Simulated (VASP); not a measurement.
# C (P6/mmm) in VASP: notebook

Runs on C. Level: PBE. Tasks: single point.

All numbers are computed with VASP 6.6.1; they aren't measurements. Logs are shortened: lines on timing, memory, paths and dates and some standing lists are left out, and cuts for length are marked.

### Step 1. The cell of the first run

The structure is hexagonal, space group P6/mmm (No. 191). The conventional cell has a = 2.026 Å, b = 2.026 Å, c = 1.573 Å, α = 90.00°, β = 90.00°, γ = 120.00°. C (site symmetry 6/mmm) has 8 C at 1.57 to 2.03 Å within 2.1 Å.

### Step 2. Single point, PBE

Input file INCAR:

```
SYSTEM = C
ALGO = Normal ; EDIFF = 1E-6
ENCUT = 520 ; GGA = PE
ISIF = 2 ; ISMEAR = -1
LASPH = .True. ; LCHARG = .True.
LELF = .True. ; LREAL = .False.
LVHAR = .True. ; LWAVE = .False.
NBANDS = 8 ; NELM = 60
PREC = Accurate ; SIGMA = 0.08
```

Input file KPOINTS:

```
k-points
0
Gamma
  22 22 20
  0 0 0
```

Input file POSCAR:

```
C
1.0
    2.0263881808      0.0000000000      0.0000000000
   -1.0131940904      1.7549036425      0.0000000000
    0.0000000000      0.0000000000      1.5726832056
C
1
Direct
    0.0000000000      0.0000000000      0.0000000000
```

Potentials or basis: VASP PAW PBE potentials, release 64 (C).

Launch:

```bash
$ cat potpaw_PBE.64/C/POTCAR > POTCAR
$ mpirun -np 1 vasp_std > vasp.out
```

OUTCAR:

```text
SYSTEM = C
   EDIFF = 1E-6
   ENCUT = 520
   GGA = PE
   ISIF = 2
   ISMEAR = -1
   LASPH = .True.
   LREAL = .False.
   NELM = 60
   PREC = Accurate

 ion  position               nearest neighbor table
   1  0.000  0.000  0.000-

  LATTYP: Found a hexagonal cell.
 ALAT       =     2.0263881808
 C/A-ratio  =     0.7761016475

  Lattice vectors:

 A1 = (   2.0263881808,   0.0000000000,   0.0000000000)
 A2 = (  -1.0131940904,   1.7549036425,   0.0000000000)
 A3 = (   0.0000000000,   0.0000000000,   1.5726832056)

Analysis of symmetry for initial positions (statically):
=====================================================================
 Subroutine PRICEL returns:
 Original cell was already a primitive cell.

 Routine SETGRP: Setting up the symmetry group for a
 hexagonal supercell.

 Subroutine GETGRP returns: Found 24 space group operations
 (whereof 24 operations were pure point group operations)
 out of a pool of 24 trial point group operations.

The static configuration has the point symmetry D_6h.

Analysis of symmetry for dynamics (positions and initial velocities):
=====================================================================
 Subroutine PRICEL returns:
 Original cell was already a primitive cell.

 Routine SETGRP: Setting up the symmetry group for a
 hexagonal supercell.

 Subroutine GETGRP returns: Found 24 space group operations
 (whereof 24 operations were pure point group operations)
 out of a pool of 24 trial point group operations.

The dynamic configuration has the point symmetry D_6h.

 Subroutine INISYM returns: Found 24 space group operations
 (whereof 24 operations are pure point group operations),
 and found     1 'primitive' translations

----------------------------------------------------------------------------------------

                                     Primitive cell

  volume of cell :       5.5926

  direct lattice vectors                    reciprocal lattice vectors
     2.026388181  0.000000000  0.000000000     0.493488863  0.284915928  0.000000000
    -1.013194090  1.754903642  0.000000000     0.000000000  0.569831856  0.000000000
     0.000000000  0.000000000  1.572683206     0.000000000  0.000000000  0.635855967

  length of vectors
     2.026388181  2.026388181  1.572683206     0.569831856  0.569831856  0.635855967

  position of ions in fractional coordinates (direct lattice)
     0.000000000  0.000000000  0.000000000

  ion indices of the primitive-cell ions
   primitive index   ion index
                 1           1

----------------------------------------------------------------------------------------

 KPOINTS: k-points

Automatic generation of k-mesh.
 Grid dimensions read from file:
 generate k-points for:   22   22   20

 Generating k-lattice:

  Cartesian coordinates                     Fractional coordinates (reciprocal lattice)
     0.022431312  0.012950724  0.000000000     0.045454545  0.000000000  0.000000000
     0.000000000  0.025901448  0.000000000     0.000000000  0.045454545  0.000000000
     0.000000000  0.000000000  0.031792798     0.000000000  0.000000000  0.050000000

  Length of vectors
     0.025901448  0.025901448  0.031792798

  Shift w.r.t. Gamma in fractional coordinates (k-lattice)
     0.000000000  0.000000000  0.000000000

 Subroutine IBZKPT returns following result:
 ===========================================

 Found    572 irreducible k-points:

 Following reciprocal coordinates:
            Coordinates               Weight
  0.000000  0.000000  0.000000      1.000000
  0.045455 -0.000000  0.000000      6.000000
  0.090909 -0.000000  0.000000      6.000000
  0.136364 -0.000000  0.000000      6.000000
  0.181818 -0.000000  0.000000      6.000000
  0.227273 -0.000000  0.000000      6.000000
[... 16 lines left out ...]
  0.090909  0.090909  0.000000      6.000000
  0.136364  0.090909  0.000000     12.000000
 [... further k-points ...]
   k-points           NKPTS =    572   k-points in BZ     NKDIM =    572   number of bands    NBANDS=      8
   number of dos      NEDOS =    301   number of ions     NIONS =      1
   total plane-waves  NPLWV =   3072
   dimension x,y,z NGX =    16 NGY =   16 NGZ =   12
   dimension x,y,z NGXF=    32 NGYF=   32 NGZF=   24
   ions per type =               1
   NGX,Y,Z   is equivalent  to a cutoff of  13.13, 13.13, 12.69 a.u.
   NGXF,Y,Z  is equivalent  to a cutoff of  26.25, 26.25, 25.37 a.u.
 SYSTEM =  C
   PREC   = accura    normal or accurate (medium, high low for compatibility)
   ISTART =      0    job   : 0-new  1-cont  2-samecut
   ICHARG =      2    charge: 1-file 2-atom 10-const
   ISPIN  =      1    spin polarized calculation?
   LNONCOLLINEAR =      F non collinear calculations
   LSORBIT =      F    spin-orbit coupling
   LASPH  =      T    aspherical Exc in radial PAW
   ENCUT  =  520.0 eV  38.22 Ry    6.18 a.u.   3.77  3.77  2.92*2*pi/ulx,y,z
   NELM   =     60;   NELMIN=  2; NELMDL= -5     # of ELM steps
   EDIFF  = 0.1E-05   stopping-criterion for ELM
   LREAL  =      F    real-space projection
   EDIFFG = 0.1E-04   stopping-criterion for IOM
   NSW    =      0    number of steps for IOM
   IBRION =     -1    ionic relax: 0-MD 1-quasi-New 2-CG
   NFREE  =      0    steps in history (QN), initial steepest desc. (CG)
   ISIF   =      2    stress and relaxation
   ISYM   =      2    0-nonsym 1-usesym 2-fastsym
   POTIM  = 0.5000    time-step for ionic-motion
   TEBEG  =    0.0;   TEEND  =   0.0 temperature during run
   PSTRESS=    0.0 pullay stress
   NELECT =       4.0000    total number of electrons
   NUPDOWN=      -1.0000    fix difference up-down
   EMIN   =  10.00;   EMAX   =-10.00  energy-range for DOS
   EFERMI =   0.00;   METHOD = LEGACY
   ISMEAR =    -1;   SIGMA  =   0.08  broadening in eV -4-tet -1-fermi 0-gaus
   EFERMI_NEDOS =   21; number of points for ismear=-14 and -15
   IALGO  =     38    algorithm
   IMIX   =      4    mixing-type and parameters
     AMIX     =   0.40;   BMIX     =  1.00
     AMIX_MAG =   1.60;   BMIX_MAG =  1.00
  volume/ion in A,a.u.               =       5.59        37.74
  Fermi-wavevector in a.u.,A,eV,Ry     =   1.464050  2.766652 29.163286  2.143441
  Thomas-Fermi vector in A             =   2.580072
   LORBIT       =      0    0 simple, 1 ext, 2 COOP (PROOUT), +10 PAW based schemes
   GGA     = PE    functional components
   LHFCALC =     F    Hartree Fock is set to
   AEXX    =    0.0000 exact exchange contribution
   IVDW    =     0    specifies the selected vdW correction
   LEPSILON=     F    determine dielectric tensor
   LRPA    =     F    only Hartree local field effects (RPA)
 non-spin polarized calculation
  energy-cutoff  :      520.00
  volume of cell :        5.59
 maximum number of plane-waves:       162
 NGX is ok and might be reduce to    16
   NGX =  7   NGY =  7   NGZ =  5

 number of electron       3.9999999 magnetization

 Free energy of the ion-electron system (eV)
  ---------------------------------------------------
  ext. energy  EPLUGINS =         0.00000000
  ---------------------------------------------------
  free energy    TOTEN  =        -6.29228711 eV

  energy without entropy =       -6.28854021  energy(sigma->0) =       -6.29041366

 E-fermi :  10.8332     XC(G=0): -13.8571

 val. band max:       10.8254744430   @ k =   0.3182   0.2273   0.3000
 cond. band min:      10.8362031993   @ k =   0.1818   0.0909   0.0500
 fundamental gap:      0.0107287563
 Fermi energy:        10.8332035792

 k-point     1 :       0.0000    0.0000    0.0000
  band No.  band energies     occupation
      1     -11.2883      2.00000
      2      17.3998      0.00000
      3      17.3998      0.00000
      4      28.0366      0.00000
      5      36.5093      0.00000
      6      39.9741      0.00000
      7      39.9741      0.00000
      8      44.8460      0.00000

 k-point     2 :       0.0455   -0.0000    0.0000
  band No.  band energies     occupation
      1     -11.2047      2.00000
      2      17.0549      0.00000
      3      17.2805      0.00000
      4      28.0739      0.00000
      5      36.7439      0.00000
      6      38.7317      0.00000
      7      40.2760      0.00000
      8      46.5114      0.00000

 k-point     3 :       0.0909   -0.0000    0.0000
  band No.  band energies     occupation
      1     -10.9540      2.00000
      2      16.0788      0.00000
      3      16.9449      0.00000
      4      28.1841      0.00000
      5      36.2968      0.00000
      6      37.8681      0.00000
      7      41.1584      0.00000
      8      49.7299      0.00000

 k-point     4 :       0.1364   -0.0000    0.0000
  band No.  band energies     occupation
      1     -10.5366      2.00000
      2      14.6098      0.00000
      3      16.4502      0.00000
      4      28.3608      0.00000
      5      34.4210      0.00000
      6      38.9756      0.00000
      7      42.5622      0.00000
      8      52.0642      0.00000

 k-point     5 :       0.1818   -0.0000    0.0000
  band No.  band energies     occupation
      1      -9.9533      2.00000
      2      12.8032      0.00000
      3      15.8643      0.00000
      4      28.5929      0.00000
      5      32.7281      0.00000
      6      40.4467      0.00000
      7      44.4101      0.00000
      8      52.3163      0.00000
[... 177 lines left out ...]
 k-point    22 :       0.4545    0.0455    0.0000
  band No.  band energies     occupation
      1      -2.3261      2.00000
      2      -0.2278      2.00000
      3      12.7170      0.00000
      4      28.2553      0.00000
      5      30.1139      0.00000
      6      47.5139      0.00000
      7      58.0869      0.00000
      8      61.3847      0.00000

 k-point    23 :       0.0909    0.0909    0.0000
  band No.  band energies     occupation
      1     -10.2865      2.00000
      2      14.0733      0.00000
      3      15.8175      0.00000
      4      28.4623      0.00000
      5      34.4637      0.00000
      6      38.2514      0.00000
      7      44.0145      0.00000
      8      52.1780      0.00000

 k-point    24 :       0.1364    0.0909    0.0000
  band No.  band energies     occupation
      1      -9.7037      2.00000
      2      12.5545      0.00000
      3      14.9506      0.00000
      4      28.6876      0.00000
      5      33.4374      0.00000
      6      39.0914      0.00000
      7      46.1105      0.00000
      8      52.4665      0.00000

 [... further k-points ...]

------------------------ aborting loop because EDIFF is reached ----------------------------------------

  FORCE on cell =-STRESS in cart. coord.  units (eV):
  Direction    XX          YY          ZZ          XY          YZ          ZX
  --------------------------------------------------------------------------------------
  -------------------------------------------------------------------------------------
  Total        0.0753025      0.0753025      0.0933203      0.0000000     -0.0000000     -0.0000000
  in kB       21.5726194     21.5726194     26.7343545      0.0000000     -0.0000000     -0.0000000
  external PRESSURE =      23.2931978 kB  Pullay stress =       0.0000000 kB

 VOLUME and BASIS-vectors are now :
 -----------------------------------------------------------------------------
  energy-cutoff  :      520.00
  volume of cell :        5.59
      direct lattice vectors                 reciprocal lattice vectors
     2.026388181  0.000000000  0.000000000     0.493488863  0.284915928  0.000000000
    -1.013194090  1.754903642  0.000000000     0.000000000  0.569831856  0.000000000
     0.000000000  0.000000000  1.572683206     0.000000000  0.000000000  0.635855967

 POSITION                                       TOTAL-FORCE (eV/Angst)
 -----------------------------------------------------------------------------------
      0.00000      0.00000      0.00000        -0.000000      0.000000      0.000000
 -----------------------------------------------------------------------------------
    total drift:                               -0.000000     -0.000000     -0.000000

  FREE ENERGIE OF THE ION-ELECTRON SYSTEM (eV)
  ---------------------------------------------------
  free  energy   TOTEN  =        -6.2922871144 eV

  energy  without entropy=       -6.2885402087  energy(sigma->0) =       -6.29041366
```

It took 18 s on 1 thread of Intel Xeon 8259CL, shared host; peak memory 0.12 GiB.

What came out:

* Free energy: -6.2923 eV
* Pressure: 2.3 GPa
* Band gap on the k mesh: zero (band 2 reaches 18.32 eV, above the bottom of band 3 at 3.44 eV)

Stress tensor (GPa, compression positive):
```
2.16 0.00 0.00
0.00 2.16 0.00
0.00 0.00 2.67
```

### Step 3. Single point, PBE

Input file INCAR:

```
PREC = Accurate
ENCUT = 520
EDIFF = 1E-6
ISMEAR = -1
SIGMA = 0.08
LREAL = F
LASPH = T
NELM = 100
ALGO = Normal
ISIF = 2
LWAVE = F
LCHARG = T
GGA = PE
LELF = T
LVHAR = T
NBANDS = 8
```

Input file KPOINTS:

```
Automatic mesh
0
Gamma
  22 22 20
```

Input file POSCAR:

```
C
1.0
    2.0263375675      0.0000000000      0.0000000000
   -1.0131687837      1.7548598101      0.0000000000
    0.0000000000      0.0000000000      1.5726763999
C
1
Direct
    0.0000000000      0.0000000000      0.0000000000
```

Potentials or basis: VASP PAW PBE potentials, release 64 (C).

Launch:

```bash
$ cat potpaw_PBE.64/C/POTCAR > POTCAR
$ mpirun -np 1 vasp_std > vasp.out
```

It took 20 s on 1 thread of Intel Xeon 8259CL, shared host; peak memory 0.12 GiB.

The run converged. Its results:

| Property | Result |
| --- | --- |
| Free energy | -6.2923 eV |
| Pressure | 2.3 GPa |
| Band gap on the k mesh | zero (band 2 reaches 18.32 eV, above the bottom of band 3 at 3.44 eV) |

Stress tensor (GPa, compression positive):
```
2.18 0.00 0.00
0.00 2.18 0.00
0.00 0.00 2.68
```

Levels at points of the mesh, in eV from the Fermi level:
| k point | band 1 | band 2 | band 3 | band 4 | band 5 | band 6 | band 7 |
| --- | --- | --- | --- | --- | --- | --- | --- |
| (0.00, 0.00, 0.00) | -22.12 | 6.57 | 6.57 | 17.20 | 25.68 | 29.14 | 29.14 |
| (0.50, 0.00, 0.00) | -12.76 | -11.61 | 2.31 | 16.88 | 19.28 | 36.89 | 47.86 |
| (0.00, 0.00, 0.50) | -11.84 | -8.29 | 12.29 | 12.29 | 28.16 | 38.96 | 38.96 |
| (0.50, 0.00, 0.50) | -6.79 | -2.09 | 2.01 | 9.07 | 10.54 | 30.58 | 30.67 |
